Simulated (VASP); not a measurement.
# B5P (P3m1) in VASP: notebook

The runs below take B5P through single point, with PBE.

All numbers are computed with VASP 6.6.1; they aren't measurements. Logs are shortened: lines on timing, memory, paths and dates and some standing lists are left out, and cuts for length are marked.

**1. The cell of the first run**

It takes space group P3m1 (No. 156, trigonal). The conventional cell has a = 3.299 Å, b = 3.299 Å, c = 6.260 Å, α = 90.00°, β = 90.00°, γ = 120.00°. B (site symmetry m) has 6 B at 1.64 to 1.89 Å within 2.2 Å. B (site symmetry 3m) has 1 B at 1.75 Å and 3 P at 1.98 Å within 2.3 Å. B (site symmetry 3m) has 7 B at 1.75 to 1.89 Å within 2.3 Å. Within 2.6 Å of P (site symmetry 3m) lie 3 B at 1.98 Å.

The cell was built from a structure type or drawn by symmetry, and may not be a known phase.

**2. Single point, PBE**

File INCAR:

```
  ALGO = Normal
  EDIFF = 1E-6
  ENCUT = 500
  GGA = PE
  GGA_COMPAT = False
  ISIF = 2
  ISMEAR = 0
  LASPH = True
  LCHARG = True
  LELF = True
  LREAL = False
  LVHAR = True
  LWAVE = False
  NBANDS = 19
  NELM = 120
  PREC = Accurate
  SIGMA = 0.1
```

File KPOINTS:

```
k-points
0
Gamma
  6 6 4
```

File POSCAR:

```
B5P
1.0
    3.2988348031      0.0000000000      0.0000000000
   -1.6494174016      2.8568747424      0.0000000000
    0.0000000000      0.0000000000      6.2602621348
B P
5 1
Direct
    0.1659405698      0.8340594302      0.9530959077
    0.1659405698      0.3318811396      0.9530959077
    0.6681188604      0.8340594302      0.9530959077
    0.6666666667      0.3333333333      0.5250575326
    0.6666666667      0.3333333333      0.8053381217
    0.3333333333      0.6666666667      0.4381246726
```

Potentials or basis: VASP PAW PBE potentials, release 64 (B, P).

Run with:

```bash
$ cat potpaw_PBE.64/B/POTCAR potpaw_PBE.64/P/POTCAR > POTCAR
$ mpirun -np 1 vasp_std > vasp.out
```

OUTCAR:

```text
EDIFF = 1E-6
   ENCUT = 500
   GGA = PE
   ISIF = 2
   ISMEAR = 0
   LASPH = True
   LREAL = False
   NELM = 120
   PREC = Accurate

 ion  position               nearest neighbor table
   1  0.166  0.834  0.953-   3 1.64   2 1.64   3 1.66   2 1.66   5 1.89   5 1.89
   2  0.166  0.332  0.953-   3 1.64   1 1.64   3 1.66   1 1.66   5 1.89   5 1.89
   3  0.668  0.834  0.953-   2 1.64   1 1.64   2 1.66   1 1.66   5 1.89   5 1.89
   4  0.667  0.333  0.525-   5 1.75   6 1.98   6 1.98   6 1.98
   5  0.667  0.333  0.805-   4 1.75   2 1.89   3 1.89   1 1.89   1 1.89   2 1.89   3 1.89
   6  0.333  0.667  0.438-   4 1.98   4 1.98   4 1.98

  LATTYP: Found a hexagonal cell.
 ALAT       =     3.2988348031
 C/A-ratio  =     1.8977191974

  Lattice vectors:

 A1 = (   3.2988348031,   0.0000000000,   0.0000000000)
 A2 = (  -1.6494174016,   2.8568747424,   0.0000000000)
 A3 = (   0.0000000000,   0.0000000000,   6.2602621348)

Analysis of symmetry for initial positions (statically):
=====================================================================
 Subroutine PRICEL returns:
 Original cell was already a primitive cell.

 Routine SETGRP: Setting up the symmetry group for a
 hexagonal supercell.

 Subroutine GETGRP returns: Found  6 space group operations
 (whereof  6 operations were pure point group operations)
 out of a pool of 24 trial point group operations.

The static configuration has the point symmetry C_3v.

Analysis of symmetry for dynamics (positions and initial velocities):
=====================================================================
 Subroutine PRICEL returns:
 Original cell was already a primitive cell.

 Routine SETGRP: Setting up the symmetry group for a
 hexagonal supercell.

 Subroutine GETGRP returns: Found  6 space group operations
 (whereof  6 operations were pure point group operations)
 out of a pool of 24 trial point group operations.

The dynamic configuration has the point symmetry C_3v.

 Subroutine INISYM returns: Found  6 space group operations
 (whereof  6 operations are pure point group operations),
 and found     1 'primitive' translations

----------------------------------------------------------------------------------------

                                     Primitive cell

  volume of cell :      58.9990

  direct lattice vectors                    reciprocal lattice vectors
     3.298834803  0.000000000  0.000000000     0.303137338  0.175016424  0.000000000
    -1.649417402  2.856874742  0.000000000     0.000000000  0.350032847  0.000000000
     0.000000000  0.000000000  6.260262135     0.000000000  0.000000000  0.159737720

  length of vectors
     3.298834803  3.298834803  6.260262135     0.350032847  0.350032847  0.159737720

  position of ions in fractional coordinates (direct lattice)
     0.165940570  0.834059430  0.953095908
     0.165940570  0.331881140  0.953095908
     0.668118860  0.834059430  0.953095908
     0.666666667  0.333333333  0.525057533
     0.666666667  0.333333333  0.805338122
     0.333333333  0.666666667  0.438124673

  ion indices of the primitive-cell ions
   primitive index   ion index
                 1           1
                 2           2
                 3           3
                 4           4
                 5           5
                 6           6

----------------------------------------------------------------------------------------

 KPOINTS: k-points

Automatic generation of k-mesh.
 Grid dimensions read from file:
 generate k-points for:    6    6    4

 Generating k-lattice:

  Cartesian coordinates                     Fractional coordinates (reciprocal lattice)
     0.050522890  0.029169404  0.000000000     0.166666667  0.000000000  0.000000000
     0.000000000  0.058338808  0.000000000     0.000000000  0.166666667  0.000000000
     0.000000000  0.000000000  0.039934430     0.000000000  0.000000000  0.250000000

  Length of vectors
     0.058338808  0.058338808  0.039934430

  Shift w.r.t. Gamma in fractional coordinates (k-lattice)
     0.000000000  0.000000000  0.000000000

 Subroutine IBZKPT returns following result:
 ===========================================

 Found     24 irreducible k-points:

 Following reciprocal coordinates:
            Coordinates               Weight
  0.000000  0.000000  0.000000      1.000000
  0.166667  0.000000  0.000000      6.000000
  0.333333  0.000000  0.000000      6.000000
  0.500000 -0.000000  0.000000      3.000000
  0.166667  0.166667  0.000000      6.000000
  0.333333  0.166667  0.000000     12.000000
[... 16 lines left out ...]
  0.333333  0.166667  0.500000     12.000000
  0.333333  0.333333  0.500000      2.000000
   k-points           NKPTS =     24   k-points in BZ     NKDIM =     24   number of bands    NBANDS=     19
   number of dos      NEDOS =    301   number of ions     NIONS =      6
   total plane-waves  NPLWV =  27648
   dimension x,y,z NGX =    24 NGY =   24 NGZ =   48
[... 107 lines left out ...]
      1      -7.5038      2.00000
      2      -7.4378      2.00000
      3      -4.7039      2.00000
      4      -2.6158      2.00000
      5      -1.9708      2.00000
      6      -0.3538      2.00000
[... 11 lines left out ...]
     18      14.8483      0.00000
     19      15.3148      0.00000

 k-point     5 :       0.1667    0.1667    0.0000
  band No.  band energies     occupation
      1      -9.6080      2.00000
      2      -6.2203      2.00000
      3      -3.9932      2.00000
      4      -3.1068      2.00000
      5      -1.7546      2.00000
      6       0.5537      2.00000
[... 11 lines left out ...]
     18      13.3598      0.00000
     19      13.9405      0.00000

 k-point     6 :       0.3333    0.1667    0.0000
  band No.  band energies     occupation
      1      -8.1684      2.00000
      2      -6.1084      2.00000
      3      -4.8617      2.00000
      4      -4.0451      2.00000
      5      -1.7619      2.00000
      6       0.0599      2.00000
[... 11 lines left out ...]
     18      14.6760      0.00000
     19      15.2952      0.00000

 k-point     7 :       0.3333    0.3333    0.0000
  band No.  band energies     occupation
      1      -6.5032      2.00000
      2      -6.4531      2.00000
      3      -6.2599      2.00000
      4      -4.0471      2.00000
      5      -2.2338      2.00000
      6       0.1526      2.00000
[... 11 lines left out ...]
     18      14.0054      0.00000
     19      14.6580      0.00000

 k-point     8 :       0.0000    0.0000    0.2500
  band No.  band energies     occupation
      1     -10.6784      2.00000
      2      -7.5267      2.00000
      3      -2.5935      2.00000
      4      -2.5147      2.00000
      5       0.1416      2.00000
      6       0.1416      2.00000
[... 256 lines left out ...]
 k-point    20 :       0.3333    0.0000    0.5000
  band No.  band energies     occupation
      1      -9.2014      2.00000
      2      -6.1086      2.00000
      3      -5.1215      2.00000
      4      -2.0791      2.00000
      5      -0.8778      2.00000
      6      -0.2145      2.00000
[... 11 lines left out ...]
     18      14.2082      0.00000
     19      15.1205      0.00000

 k-point    21 :       0.5000   -0.0000    0.5000
  band No.  band energies     occupation
      1      -7.4642      2.00000
      2      -7.4007      2.00000
      3      -4.9393      2.00000
      4      -2.7297      2.00000
      5      -2.0287      2.00000
      6      -0.3263      2.00000
[... 11 lines left out ...]
     18      15.0359      0.00000
     19      16.0403      0.00000

 k-point    22 :       0.1667    0.1667    0.5000
  band No.  band energies     occupation
      1      -9.5612      2.00000
      2      -6.4740      2.00000
      3      -3.9951      2.00000
      4      -3.0447      2.00000
      5      -0.7325      2.00000
      6       0.4542      2.00000
[... 11 lines left out ...]
     18      13.5546      0.00000
     19      14.3919      0.00000

 k-point    23 :       0.3333    0.1667    0.5000
  band No.  band energies     occupation
      1      -8.1283      2.00000
      2      -6.0674      2.00000
      3      -5.1050      2.00000
      4      -4.0253      2.00000
      5      -1.9054      2.00000
      6       0.8219      2.00000
[... 11 lines left out ...]
     18      15.1762      0.00000
     19      15.6429      0.00000

 k-point    24 :       0.3333    0.3333    0.5000
  band No.  band energies     occupation
      1      -6.4435      2.00000
      2      -6.4280      2.00000
      3      -6.2408      2.00000
      4      -4.2804      2.00000
      5      -2.3827      2.00000
      6      -0.1460      2.00000
[... 11 lines left out ...]
     18      15.5576      0.00000
     19      15.7444      0.00000

------------------------ aborting loop because EDIFF is reached ----------------------------------------

  FORCE on cell =-STRESS in cart. coord.  units (eV):
  Direction    XX          YY          ZZ          XY          YZ          ZX
  --------------------------------------------------------------------------------------
  -------------------------------------------------------------------------------------
  Total        0.0369860      0.0369860     -0.3098921     -0.0000000     -0.0000000      0.0000000
  in kB        1.0043918      1.0043918     -8.4154390     -0.0000000     -0.0000000      0.0000000
  external PRESSURE =      -2.1355518 kB  Pullay stress =       0.0000000 kB

 VOLUME and BASIS-vectors are now :
 -----------------------------------------------------------------------------
  energy-cutoff  :      500.00
  volume of cell :       59.00
      direct lattice vectors                 reciprocal lattice vectors
     3.298834803  0.000000000  0.000000000     0.303137338  0.175016424  0.000000000
    -1.649417402  2.856874742  0.000000000     0.000000000  0.350032847  0.000000000
     0.000000000  0.000000000  6.260262135     0.000000000  0.000000000  0.159737720

 POSITION                                       TOTAL-FORCE (eV/Angst)
 -----------------------------------------------------------------------------------
     -0.82830      2.38280      5.96663         0.005206     -0.003006     -0.091491
     -0.00000      0.94814      5.96663        -0.000000      0.006011     -0.091491
      0.82830      2.38280      5.96663        -0.005206     -0.003006     -0.091491
      1.64942      0.95229      3.28700         0.000000      0.000000     -0.230431
      1.64942      0.95229      5.04163         0.000000      0.000000      0.457460
     -0.00000      1.90458      2.74278         0.000000      0.000000      0.047445
 -----------------------------------------------------------------------------------
    total drift:                               -0.000000      0.000000      0.000279

  FREE ENERGIE OF THE ION-ELECTRON SYSTEM (eV)
  ---------------------------------------------------
  free  energy   TOTEN  =       -36.9794959697 eV

  energy  without entropy=      -36.9738500079  energy(sigma->0) =      -36.97667299
```

Run time: 32 s. Hardware: 1 thread of Intel Xeon 8259CL, shared host; peak memory 0.17 GiB.

Results:

- Free energy: -36.9795 eV
- Pressure: -0.2 GPa
- Largest force: 0.457 eV/Å
- Band gap on the k mesh: zero (bands 10 and 11 overlap by 2.20 eV)

Forces in eV/Å, atoms in the order of the input:
```
B    0.005 -0.003 -0.091
B    0.000  0.006 -0.091
B   -0.005 -0.003 -0.091
B    0.000  0.000 -0.230
B    0.000  0.000  0.457
P    0.000  0.000  0.047
```

Levels at points of the mesh, in eV from the Fermi level:
| k point | band 7 | band 8 | band 9 | band 10 | band 11 | band 12 | band 13 | band 14 |
| --- | --- | --- | --- | --- | --- | --- | --- | --- |
| (0.00, 0.00, 0.00) | -3.30 | -1.11 | -1.11 | 0.20 | 2.44 | 2.89 | 2.89 | 4.17 |
| (0.50, 0.00, 0.00) | -5.35 | -4.67 | -2.94 | -0.14 | 0.44 | 2.56 | 2.94 | 5.17 |
| (0.00, 0.00, 0.50) | -5.45 | -1.16 | -1.16 | 1.78 | 2.48 | 2.98 | 2.98 | 4.01 |
| (0.50, 0.00, 0.50) | -4.38 | -4.04 | -3.06 | -1.71 | -0.41 | 2.55 | 3.52 | 5.36 |

Caveat: the k points lie up to 0.37 Å⁻¹ apart, too coarse for converged energies and pressures of a metal; this functional lacks dispersion, which binds the layers, so the pressure and a relaxed spacing across them are unreliable.

**3. Single point, PBE**

This run uses another cell than the first one, of 9.71 Å³/atom.

File INCAR:

```
  PREC = Accurate
  ENCUT = 500
  EDIFF = 1E-6
  ISMEAR = 0
  SIGMA = 0.1
  LREAL = False
  LASPH = True
  NELM = 120
  ALGO = Normal
  ISIF = 2
  LWAVE = False
  LCHARG = True
  GGA = PE
  LELF = True
  LVHAR = True
  NBANDS = 19
  GGA_COMPAT = False
```

File KPOINTS:

```
Automatic mesh
0
Gamma
  6 6 4
```

File POSCAR:

```
B5P
1.0
    3.3015129375      0.0000000000      0.0000000000
   -1.6507564688      2.8591940748      0.0000000000
    0.0000000000      0.0000000000      6.1717461260
B P
5 1
Direct
    0.1658717266      0.8341282734      0.9541385141
    0.1658717266      0.3317434533      0.9541385141
    0.6682565467      0.8341282734      0.9541385141
    0.6666666667      0.3333333333      0.5212805090
    0.6666666667      0.3333333333      0.8095462865
    0.3333333333      0.6666666667      0.4345657121
```

Potentials or basis: VASP PAW PBE potentials, release 64 (B, P).

Run with:

```bash
$ cat potpaw_PBE.64/B/POTCAR potpaw_PBE.64/P/POTCAR > POTCAR
$ mpirun -np 1 vasp_std > vasp.out
```

Run time: 34 s. Hardware: 1 thread of Intel Xeon 8259CL, shared host; peak memory 0.17 GiB.

Results (log left out):

```yaml
Free_energy: -36.9892 eV
Pressure: -0.1 GPa
Largest_force: 0.033 eV/Å
Band_gap_on_the_k_mesh: zero (bands 10 and 11 overlap by 2.31 eV)
```

Forces in eV/Å, atoms in the order of the input:
```
B   -0.003  0.002 -0.007
B    0.000 -0.003 -0.007
B    0.003  0.002 -0.007
B    0.000  0.000 -0.007
B    0.000  0.000 -0.004
P    0.000  0.000  0.033
```

Stress tensor (GPa, compression positive):
```
-0.02  0.00  0.00
 0.00 -0.02  0.00
 0.00  0.00 -0.27
```

Levels at points of the mesh, in eV from the Fermi level:
| k point | band 7 | band 8 | band 9 | band 10 | band 11 | band 12 | band 13 | band 14 |
| --- | --- | --- | --- | --- | --- | --- | --- | --- |
| (0.00, 0.00, 0.00) | -3.11 | -1.19 | -1.19 | 0.23 | 2.30 | 2.77 | 2.77 | 4.10 |
| (0.50, 0.00, 0.00) | -5.44 | -4.75 | -3.01 | -0.10 | 0.56 | 2.49 | 2.90 | 5.22 |
| (0.00, 0.00, 0.50) | -5.48 | -1.24 | -1.24 | 1.91 | 2.36 | 2.87 | 2.87 | 3.94 |
| (0.50, 0.00, 0.50) | -4.36 | -4.04 | -3.15 | -1.79 | -0.40 | 2.47 | 3.54 | 5.38 |

Caveat: the k points lie up to 0.37 Å⁻¹ apart, too coarse for converged energies and pressures of a metal; this functional lacks dispersion, which binds the layers, so the pressure and a relaxed spacing across them are unreliable.

**4. Single point, PBE**

This run uses another cell than the first one, of 9.93 Å³/atom.

File INCAR:

```
ALGO = Normal
EDIFF = 1E-6
ENCUT = 500
GGA = PE
GGA_COMPAT = F
ISIF = 2
ISMEAR = 0
LASPH = T
LCHARG = F
LREAL = F
LWAVE = F
NBANDS = 19
NELM = 120
PREC = Accurate
SIGMA = 0.1
```

File KPOINTS:

```
k-points
0
Gamma
  12 12 6
```

File POSCAR:

```
B5P
1.0
    3.2965714763      0.0000000000      0.0000000000
   -1.6482857381      2.8549146439      0.0000000000
    0.0000000000      0.0000000000      6.3298869239
B P
5 1
Direct
    0.1660936869      0.8339063131      0.9505365551
    0.1660936869      0.3321873738      0.9505365551
    0.6678126262      0.8339063131      0.9505365551
    0.6666666667      0.3333333333      0.5268387197
    0.6666666667      0.3333333333      0.8067889550
    0.3333333333      0.6666666667      0.4425707100
```

Run with:

```bash
$ cat potpaw_PBE.64/B/POTCAR potpaw_PBE.64/P/POTCAR > POTCAR
$ mpirun -np 1 vasp_std > vasp.out
```

Run time: 89 s. Hardware: 1 thread of Intel Xeon 8259CL, shared host; peak memory 0.22 GiB.

The run converged. Its results:

| Property | Result |
| --- | --- |
| Free energy | -36.9926 eV |
| Pressure | 0.0 GPa |
| Largest force | 0.009 eV/Å |
| Band gap on the k mesh | zero (bands 10 and 11 overlap by 2.47 eV) |

Forces in eV/Å, atoms in the order of the input:
```
B    0.003 -0.002 -0.001
B    0.000  0.003 -0.001
B   -0.003 -0.002 -0.001
B    0.000  0.000 -0.006
B    0.000  0.000  0.001
P    0.000  0.000  0.009
```

Levels at points of the mesh, in eV from the Fermi level:
```csv
k point,band 6,band 7,band 8,band 9,band 10,band 11,band 12,band 13,band 14,band 15
"(0.00, 0.00, 0.00)",-6.01,-3.48,-1.20,-1.20,0.11,2.23,2.71,2.71,4.10,4.20
"(0.50, 0.00, 0.00)",-6.48,-5.41,-4.75,-3.04,-0.23,0.22,2.50,2.86,5.00,5.55
"(0.00, 0.00, 0.50)",-6.00,-5.46,-1.24,-1.24,1.66,2.26,2.78,2.78,3.98,3.98
"(0.50, 0.00, 0.50)",-6.46,-4.55,-4.18,-3.15,-1.74,-0.50,2.48,3.36,5.20,5.55
```

Caveat: this functional lacks dispersion, which binds the layers, so the pressure and a relaxed spacing across them are unreliable.

**5. Overview**

```tsv
cell	k mesh	gap on the mesh (eV)	pressure (GPa)	largest force (eV/Å)
a = 3.299, b = 3.299, c = 6.260 Å, angles 90.0, 90.0, 120.0°, 6 atoms, atomic positions A	6 × 6 × 4	none	-0.2	0.46
a = 3.302, b = 3.302, c = 6.172 Å, angles 90.0, 90.0, 120.0°, 6 atoms, atomic positions B	6 × 6 × 4	none	-0.1	0.03
a = 3.297, b = 3.297, c = 6.330 Å, angles 90.0, 90.0, 120.0°, 6 atoms, atomic positions A	12 × 12 × 6	none	0.0	0.01
```

Alike in all rows: task single point; level PBE; potentials or basis VASP PAW PBE potentials, release 64 (B, P); no spin polarisation; cutoff (eV) 500; smearing gaussian 0.1 eV.

Caveats: some runs use coarse meshes; this functional lacks dispersion, which binds the layers, so the pressure and a relaxed spacing across them are unreliable.

Absolute energies hang on the potentials; compare differences alone.
